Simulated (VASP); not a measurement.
# Si (Fd-3m) in VASP: a series of runs

The runs below take Si through single point, with PBE, HSE06.

Everything below comes from runs of VASP 6.6.1. Logs are shortened: lines on timing, memory, paths and dates and some standing lists are left out, and cuts for length are marked.

## Step 1: The cell of the first run

Symmetry: Fd-3m, No. 227, cubic system. Conventional cell: a = 5.444 Å, b = 5.444 Å, c = 5.444 Å, α = 90.00°, β = 90.00°, γ = 90.00°. Si (site symmetry -43m) has 4 Si at 2.36 Å within 3.1 Å.

## Step 2: Single point, PBE

Input file INCAR:

```
PREC = Accurate ; ENCUT = 520
EDIFF = 1E-6 ; ISMEAR = 0
SIGMA = 0.01 ; LREAL = False
LASPH = True ; NELM = 80
ALGO = Normal ; ISIF = 2
LWAVE = False ; LCHARG = False
GGA = PE ; NBANDS = 11
```

Input file KPOINTS:

```
Automatic mesh
0
Gamma
  6 6 6
```

Input file POSCAR:

```
Si
1.0
    0.0000000000      2.7221188962      2.7221188962
    2.7221188962      0.0000000000      2.7221188962
    2.7221188962      2.7221188962      0.0000000000
Si
2
Direct
    0.0000000000      0.0000000000      0.0000000000
    0.2500000000      0.2500000000      0.2500000000
```

Potentials or basis: VASP PAW PBE potentials, release 64 (Si).

The run is started by

```console
$ cat potpaw_PBE.64/Si/POTCAR > POTCAR
$ mpirun -np 1 vasp_std > vasp.out
```

OUTCAR:

```text
PREC = Accurate
   ENCUT = 520
   EDIFF = 1E-6
   ISMEAR = 0
   LREAL = False
   LASPH = True
   NELM = 80
   ISIF = 2
   GGA = PE

 ion  position               nearest neighbor table
   1  0.000  0.000  0.000-   2 2.36   2 2.36   2 2.36   2 2.36
   2  0.250  0.250  0.250-   1 2.36   1 2.36   1 2.36   1 2.36

  LATTYP: Found a face centered cubic cell.
 ALAT       =     5.4442377924

  Lattice vectors:

 A1 = (   0.0000000000,   2.7221188962,   2.7221188962)
 A2 = (   2.7221188962,   0.0000000000,   2.7221188962)
 A3 = (   2.7221188962,   2.7221188962,   0.0000000000)

Analysis of symmetry for initial positions (statically):
=====================================================================
 Subroutine PRICEL returns:
 Original cell was already a primitive cell.

 Routine SETGRP: Setting up the symmetry group for a
 face centered cubic supercell.

 Subroutine GETGRP returns: Found 48 space group operations
 (whereof 24 operations were pure point group operations)
 out of a pool of 48 trial point group operations.

The static configuration has the point symmetry T_d .
 The point group associated with its full space group is O_h .

Analysis of symmetry for dynamics (positions and initial velocities):
=====================================================================
 Subroutine PRICEL returns:
 Original cell was already a primitive cell.

 Routine SETGRP: Setting up the symmetry group for a
 face centered cubic supercell.

 Subroutine GETGRP returns: Found 48 space group operations
 (whereof 24 operations were pure point group operations)
 out of a pool of 48 trial point group operations.

The dynamic configuration has the point symmetry T_d .
 The point group associated with its full space group is O_h .

 Subroutine INISYM returns: Found 48 space group operations
 (whereof 24 operations are pure point group operations),
 and found     1 'primitive' translations

----------------------------------------------------------------------------------------

                                     Primitive cell

  volume of cell :      40.3414

  direct lattice vectors                    reciprocal lattice vectors
     0.000000000  2.722118896  2.722118896    -0.183680441  0.183680441  0.183680441
     2.722118896  0.000000000  2.722118896     0.183680441 -0.183680441  0.183680441
     2.722118896  2.722118896  0.000000000     0.183680441  0.183680441 -0.183680441

  length of vectors
     3.849657461  3.849657461  3.849657461     0.318143857  0.318143857  0.318143857

  position of ions in fractional coordinates (direct lattice)
     0.000000000  0.000000000  0.000000000
     0.250000000  0.250000000  0.250000000

  ion indices of the primitive-cell ions
   primitive index   ion index
                 1           1
                 2           2

----------------------------------------------------------------------------------------

 KPOINTS: Automatic mesh

Automatic generation of k-mesh.
 Grid dimensions read from file:
 generate k-points for:    6    6    6

 Generating k-lattice:

  Cartesian coordinates                     Fractional coordinates (reciprocal lattice)
    -0.030613407  0.030613407  0.030613407     0.166666667  0.000000000  0.000000000
     0.030613407 -0.030613407  0.030613407     0.000000000  0.166666667  0.000000000
     0.030613407  0.030613407 -0.030613407     0.000000000  0.000000000  0.166666667

  Length of vectors
     0.053023976  0.053023976  0.053023976

  Shift w.r.t. Gamma in fractional coordinates (k-lattice)
     0.000000000  0.000000000  0.000000000

 Subroutine IBZKPT returns following result:
 ===========================================

 Found     16 irreducible k-points:

 Following reciprocal coordinates:
            Coordinates               Weight
  0.000000  0.000000  0.000000      1.000000
  0.166667  0.000000  0.000000      8.000000
  0.333333  0.000000  0.000000      8.000000
  0.500000  0.000000  0.000000      4.000000
  0.166667  0.166667  0.000000      6.000000
  0.333333  0.166667  0.000000     24.000000
[... 8 lines left out ...]
 -0.333333  0.333333  0.166667     24.000000
 -0.333333  0.500000  0.166667     12.000000
   k-points           NKPTS =     16   k-points in BZ     NKDIM =     16   number of bands    NBANDS=     11
   number of dos      NEDOS =    301   number of ions     NIONS =      2
   total plane-waves  NPLWV =  27000
   dimension x,y,z NGX =    30 NGY =   30 NGZ =   30
   dimension x,y,z NGXF=    60 NGYF=   60 NGZF=   60
   ions per type =               2
   NGX,Y,Z   is equivalent  to a cutoff of  12.96, 12.96, 12.96 a.u.
   NGXF,Y,Z  is equivalent  to a cutoff of  25.91, 25.91, 25.91 a.u.
 SYSTEM =  unknown system
   PREC   = accura    normal or accurate (medium, high low for compatibility)
   ISTART =      0    job   : 0-new  1-cont  2-samecut
   ICHARG =      2    charge: 1-file 2-atom 10-const
   ISPIN  =      1    spin polarized calculation?
   LNONCOLLINEAR =      F non collinear calculations
   LSORBIT =      F    spin-orbit coupling
   LASPH  =      T    aspherical Exc in radial PAW
   ENCUT  =  520.0 eV  38.22 Ry    6.18 a.u.   7.16  7.16  7.16*2*pi/ulx,y,z
   NELM   =     80;   NELMIN=  2; NELMDL= -5     # of ELM steps
   EDIFF  = 0.1E-05   stopping-criterion for ELM
   LREAL  =      F    real-space projection
   EDIFFG = 0.1E-04   stopping-criterion for IOM
   NSW    =      0    number of steps for IOM
   IBRION =     -1    ionic relax: 0-MD 1-quasi-New 2-CG
   NFREE  =      0    steps in history (QN), initial steepest desc. (CG)
   ISIF   =      2    stress and relaxation
   ISYM   =      2    0-nonsym 1-usesym 2-fastsym
   POTIM  = 0.5000    time-step for ionic-motion
   TEBEG  =    0.0;   TEEND  =   0.0 temperature during run
   PSTRESS=    0.0 pullay stress
   NELECT =       8.0000    total number of electrons
   NUPDOWN=      -1.0000    fix difference up-down
   EMIN   =  10.00;   EMAX   =-10.00  energy-range for DOS
   EFERMI =   0.00;   METHOD = LEGACY
   ISMEAR =     0;   SIGMA  =   0.01  broadening in eV -4-tet -1-fermi 0-gaus
   EFERMI_NEDOS =   21; number of points for ismear=-14 and -15
   IALGO  =     38    algorithm
   IMIX   =      4    mixing-type and parameters
     AMIX     =   0.40;   BMIX     =  1.00
     AMIX_MAG =   1.60;   BMIX_MAG =  1.00
  volume/ion in A,a.u.               =      20.17       136.12
  Fermi-wavevector in a.u.,A,eV,Ry     =   0.954672  1.804069 12.400344  0.911400
  Thomas-Fermi vector in A             =   2.083440
   LORBIT       =      0    0 simple, 1 ext, 2 COOP (PROOUT), +10 PAW based schemes
   GGA     = PE    functional components
   LHFCALC =     F    Hartree Fock is set to
   AEXX    =    0.0000 exact exchange contribution
   IVDW    =     0    specifies the selected vdW correction
   LEPSILON=     F    determine dielectric tensor
   LRPA    =     F    only Hartree local field effects (RPA)
 non-spin polarized calculation
 Gauss-broadening in eV      SIGMA  =   0.01
  energy-cutoff  :      520.00
  volume of cell :       40.34
 maximum number of plane-waves:      1106
 NGX is ok and might be reduce to    30
   NGX = 15   NGY = 15   NGZ = 15

 number of electron       8.0000001 magnetization

 Free energy of the ion-electron system (eV)
  ---------------------------------------------------
  ext. energy  EPLUGINS =         0.00000000
  ---------------------------------------------------
  free energy    TOTEN  =       -10.82402988 eV

  energy without entropy =      -10.82402988  energy(sigma->0) =      -10.82402988

 E-fermi :   5.8361     XC(G=0):  -9.3753

 val. band max:        5.7584139825   @ k =   0.0000   0.0000   0.0000
 cond. band min:       6.4807056776   @ k =   0.5000   0.5000   0.0000
 fundamental gap:      0.7222916951
 Fermi energy:         5.8360748008

 k-point     1 :       0.0000    0.0000    0.0000
  band No.  band energies     occupation
      1      -6.1493      2.00000
      2       5.7584      2.00000
      3       5.7584      2.00000
      4       5.7584      2.00000
      5       8.3179      0.00000
      6       8.3179      0.00000
      7       8.3179      0.00000
      8       9.0467      0.00000
      9      13.4707      0.00000
     10      13.4707      0.00000
     11      13.6878      0.00000

 k-point     2 :       0.1667    0.0000    0.0000
  band No.  band energies     occupation
      1      -5.7904      2.00000
      2       3.3848      2.00000
      3       5.3116      2.00000
      4       5.3116      2.00000
      5       8.0869      0.00000
      6       8.9610      0.00000
      7       8.9610      0.00000
      8      11.1521      0.00000
      9      12.8397      0.00000
     10      12.8397      0.00000
     11      14.8150      0.00000

 k-point     3 :       0.3333    0.0000    0.0000
  band No.  band energies     occupation
      1      -4.7818      2.00000
      2       0.4484      2.00000
      3       4.7648      2.00000
      4       4.7648      2.00000
      5       7.4969      0.00000
      6       9.2616      0.00000
      7       9.2616      0.00000
      8      13.5977      0.00000
      9      13.7293      0.00000
     10      13.7293      0.00000
     11      14.8288      0.00000
[... 155 lines left out ...]
 k-point    15 :      -0.3333    0.3333    0.1667
  band No.  band energies     occupation
      1      -2.8990      2.00000
      2      -1.0605      2.00000
      3       1.7795      2.00000
      4       3.0202      2.00000
      5       9.1147      0.00000
      6       9.3013      0.00000
      7      11.8417      0.00000
      8      12.2490      0.00000
      9      13.2820      0.00000
     10      16.8186      0.00000
     11      17.6645      0.00000

 k-point    16 :      -0.3333    0.5000    0.1667
  band No.  band energies     occupation
      1      -1.9139      2.00000
      2      -1.9139      2.00000
      3       2.1441      2.00000
      4       2.1441      2.00000
      5       8.5063      0.00000
      6       8.5063      0.00000
      7      12.4942      0.00000
      8      12.4942      0.00000
      9      16.2878      0.00000
     10      16.2878      0.00000
     11      18.6565      0.00000

------------------------ aborting loop because EDIFF is reached ----------------------------------------

  FORCE on cell =-STRESS in cart. coord.  units (eV):
  Direction    XX          YY          ZZ          XY          YZ          ZX
  --------------------------------------------------------------------------------------
  -------------------------------------------------------------------------------------
  Total        0.3275237      0.3275237      0.3275237     -0.0000000      0.0000000     -0.0000000
  in kB       13.0077467     13.0077467     13.0077467     -0.0000000      0.0000000     -0.0000000
  external PRESSURE =      13.0077467 kB  Pullay stress =       0.0000000 kB

 VOLUME and BASIS-vectors are now :
 -----------------------------------------------------------------------------
  energy-cutoff  :      520.00
  volume of cell :       40.34
      direct lattice vectors                 reciprocal lattice vectors
     0.000000000  2.722118896  2.722118896    -0.183680441  0.183680441  0.183680441
     2.722118896  0.000000000  2.722118896     0.183680441 -0.183680441  0.183680441
     2.722118896  2.722118896  0.000000000     0.183680441  0.183680441 -0.183680441

 POSITION                                       TOTAL-FORCE (eV/Angst)
 -----------------------------------------------------------------------------------
      0.00000      0.00000      0.00000        -0.000000     -0.000000     -0.000000
      1.36106      1.36106      1.36106         0.000000      0.000000      0.000000
 -----------------------------------------------------------------------------------
    total drift:                               -0.000000     -0.000000     -0.000000

  FREE ENERGIE OF THE ION-ELECTRON SYSTEM (eV)
  ---------------------------------------------------
  free  energy   TOTEN  =       -10.8240298752 eV

  energy  without entropy=      -10.8240298752  energy(sigma->0) =      -10.82402988
```

It took 7.9 s on 1 thread of Intel Xeon Platinum 8259CL at 2.50GHz (Skylake/Cascade Lake), shared host; peak memory 0.15 GiB.

Results:

* Free energy: -10.8240 eV
* Pressure: 1.3 GPa
* Band gap on the k mesh: 0.72 eV, indirect (least direct gap 2.56 eV)

A k mesh can miss the band edges. Expect the measured gap to be larger: semilocal functionals such as PBE lack the derivative discontinuity.

## Step 3: Single point, PBE

Input file INCAR:

```
PREC     = Accurate       # precision mode
ENCUT    = 520            # plane-wave cutoff, eV
EDIFF    = 1E-6           # SCF threshold, eV
ISMEAR   = 1              # smearing method
SIGMA    = 0.5            # smearing width, eV
LREAL    = F              # projectors in reciprocal space
LASPH    = T              # aspherical terms in the spheres
NELM     = 80             # most SCF steps
ALGO     = Normal         # electronic algorithm
ISIF     = 2              # what is computed and relaxed
LWAVE    = F              # write WAVECAR
LCHARG   = F              # write CHGCAR
GGA      = PE             # functional
NBANDS   = 11             # bands
```

Input file KPOINTS:

```
regular mesh
0
Gamma
  6 6 6
```

POSCAR is that of step 2.

Potentials or basis: VASP PAW PBE potentials, release 64 (Si).

The run is started by

```console
$ cat potpaw_PBE.64/Si/POTCAR > POTCAR
$ mpirun -np 1 vasp_std > vasp.out
```

It took 8.2 s on 1 thread of Intel Xeon Platinum 8259CL at 2.50GHz (Skylake/Cascade Lake), shared host; peak memory 0.15 GiB.

Results (log left out):

- Free energy: -10.8199 eV
- Pressure: 1.3 GPa
- Band gap on the k mesh: 0.72 eV, indirect (least direct gap 2.56 eV)

Levels at points of the mesh, in eV from the valence-band top:
```csv
k point,band 2,band 3,band 4,band 5,band 6,band 7
"(0.00, 0.00, 0.00)",0.00,0.00,0.00,2.56,2.56,2.56
"(0.50, 0.00, 0.00)",-6.93,-1.19,-1.19,1.51,3.34,3.34
"(0.50, 0.50, 0.00)",-7.79,-2.83,-2.83,0.72,0.72,10.05
```

A k mesh can miss the band edges. A hybrid or GW would open this gap; PBE tends to underestimate it.

## Step 4: Single point, PBE

Input file INCAR:

```
SYSTEM = Si
PREC = Accurate
ENCUT = 520
EDIFF = 1E-7
ISMEAR = 1
SIGMA = 0.0999
LREAL = .False.
LASPH = .True.
NELM = 100
ALGO = Normal
ISIF = 2
LWAVE = .False.
LCHARG = .False.
GGA = PE
NBANDS = 11
```

Input file KPOINTS:

```
regular mesh
0
Gamma
  6 6 6
  0 0 0
```

POSCAR is that of step 3.

The run is started by

```console
$ cat potpaw_PBE.64/Si/POTCAR > POTCAR
$ mpirun -np 1 vasp_std > vasp.out
```

Wall time 8.7 s (1 thread of Intel Xeon Platinum 8259CL at 2.50GHz (Skylake/Cascade Lake), shared host); peak memory 0.15 GiB.

It converged, with:

* Free energy: -10.8239 eV
* Pressure: 1.3 GPa
* Band gap on the k mesh: 0.72 eV, indirect (least direct gap 2.56 eV)

Levels at points of the mesh, in eV from the valence-band top:
```tsv
k point	band 2	band 3	band 4	band 5	band 6	band 7
(0.00, 0.00, 0.00)	0.00	0.00	0.00	2.56	2.56	2.56
(0.50, 0.00, 0.00)	-6.93	-1.19	-1.19	1.51	3.34	3.34
(0.50, 0.50, 0.00)	-7.79	-2.83	-2.83	0.72	0.72	10.05
```

## Step 5: Single point, PBE

Input file INCAR:

```
  PREC = Accurate
  ENCUT = 520
  EDIFF = 1E-7
  ISMEAR = 1
  SIGMA = 0.2
  LREAL = F
  LASPH = T
  NELM = 60
  ALGO = Normal
  ISIF = 2
  LWAVE = F
  LCHARG = F
  GGA = PE
  NBANDS = 11
```

Input file KPOINTS:

```
regular mesh
0
Gamma
  6 6 6
```

POSCAR is that of step 4.

The run is started by

```console
$ cat potpaw_PBE.64/Si/POTCAR > POTCAR
$ mpirun -np 1 vasp_std > vasp.out
```

It took 8.8 s on 1 thread of Intel Xeon Platinum 8259CL at 2.50GHz (Skylake/Cascade Lake), shared host; peak memory 0.15 GiB.

The run converged. Its results:

```yaml
Free_energy: -10.8239 eV
Pressure: 1.3 GPa
Band_gap_on_the_k_mesh: 0.72 eV, indirect (least direct gap 2.56 eV)
```

Levels at points of the mesh, in eV from the valence-band top:
```
           k point  band 2  band 3  band 4  band 5  band 6  band 7
(0.00, 0.00, 0.00)    0.00    0.00    0.00    2.56    2.56    2.56
(0.50, 0.00, 0.00)   -6.93   -1.19   -1.19    1.51    3.34    3.34
(0.50, 0.50, 0.00)   -7.79   -2.83   -2.83    0.72    0.72   10.05
```

A k mesh can miss the band edges.

## Step 6: Single point, HSE06

POSCAR is that of step 5.

Input file INCAR.step1:

```
SYSTEM = Si
ALGO = Normal
EDIFF = 1E-5
ENCUT = 520
GGA = PE
ISIF = 2
ISMEAR = 0
LASPH = .TRUE.
LREAL = .FALSE.
LWAVE = .TRUE.
NBANDS = 11
NELM = 80
PREC = Accurate
SIGMA = 0.01
```

Input file INCAR.step2:

```
SYSTEM = Si
ALGO = Normal
EDIFF = 1E-6
ENCUT = 520
GGA = PE
HFSCREEN = 0.2079
ISIF = 2
ISMEAR = 0
ISTART = 1
LASPH = .TRUE.
LCHARG = .TRUE.
LELF = .TRUE.
LHFCALC = .TRUE.
LREAL = .FALSE.
LVHAR = .TRUE.
LWAVE = .FALSE.
NBANDS = 11
NELM = 80
PREC = Accurate
PRECFOCK = Normal
SIGMA = 0.01
```

Input file KPOINTS:

```
k-points
0
G
  4 4 4
  0 0 0
```

Potentials or basis: VASP PAW PBE potentials, release 64 (Si).

The run is started by

```console
$ cat potpaw_PBE.64/Si/POTCAR > POTCAR
$ cp INCAR.step1 INCAR
$ mpirun -np 1 vasp_std > vasp.out
$ cp INCAR.step2 INCAR
$ mpirun -np 1 vasp_std > vasp.out
```

It took 98 s on 1 thread of Intel Xeon Platinum 8259CL at 2.50GHz (Skylake/Cascade Lake), shared host; peak memory 0.25 GiB.

It converged, with:

* Free energy: -12.3836 eV
* Pressure: 0.0 GPa
* Band gap on the k mesh: 1.34 eV, indirect (least direct gap 3.35 eV)

Levels at points of the mesh, in eV from the valence-band top:
| k point | band 2 | band 3 | band 4 | band 5 | band 6 | band 7 |
| --- | --- | --- | --- | --- | --- | --- |
| (0.00, 0.00, 0.00) | 0.00 | 0.00 | 0.00 | 3.35 | 3.35 | 3.35 |
| (0.50, 0.00, 0.00) | -7.64 | -1.30 | -1.30 | 2.26 | 4.16 | 4.16 |
| (0.50, 0.50, 0.00) | -8.61 | -3.11 | -3.11 | 1.34 | 1.34 | 11.44 |

Caveat: the k points lie up to 0.50 Å⁻¹ apart; the PAW data sets were made with another functional, which shifts forces and pressure a little. A k mesh can miss the band edges.

## Step 7: Overview

```csv
level,k mesh,smearing,grid for exact exchange (PRECFOCK),screening parameter,gap on the mesh (eV),pressure (GPa)
PBE,6 × 6 × 6,gaussian 0.01 eV,-,-,0.72,1.3
PBE,6 × 6 × 6,methfessel-paxton 0.5 eV,-,-,0.72,1.3
PBE,6 × 6 × 6,methfessel-paxton 0.0999 eV,-,-,0.72,1.3
PBE,6 × 6 × 6,methfessel-paxton 0.2 eV,-,-,0.72,1.3
HSE06,4 × 4 × 4,gaussian 0.01 eV,Normal,0.2079 1/Å,1.34,0.0
```

Alike in all rows: task single point; potentials or basis VASP PAW PBE potentials, release 64 (Si); no spin polarisation; cell as given; cutoff (eV) 520.

Caveats: some runs use coarse meshes; the PAW data sets were made with another functional, which shifts forces and pressure a little (some runs).

Absolute energies hang on the potentials; compare differences alone.
